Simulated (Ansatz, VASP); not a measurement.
## Two plane-wave programs on GaP

```
Ga P
1.0
     0.00000    2.72540    2.72540
     2.72540    0.00000    2.72540
     2.72540    2.72540    0.00000
Ga P
1 1
Direct
  0.00000 0.00000 0.00000
  0.25000 0.25000 0.25000
```

Alike in both runs: task single point; functional PBEsol; dispersion D3(BJ); k mesh 6 × 6 × 6; no spin polarisation.

```csv
,VASP,Ansatz
version,VASP 6.6.1,Ansatz 0.2.0
potentials or method,"VASP PAW PBE potentials, release 64 (Ga_d, P)",plane waves
plane-wave cutoff (eV),500,420
occupations,"gaussian, width 0.01 eV",fixed
valence electrons in the cell,18,18
```

|  | VASP | Ansatz | Ansatz less VASP |
| --- | --- | --- | --- |
| gap on the k mesh at the Fermi level (eV) | 1.51 | 1.51 | -0.002 |
| pressure (GPa) | -2.8 | -2.7 | +0.09 |

VASP's potentials were made for PBE, not for PBEsol.
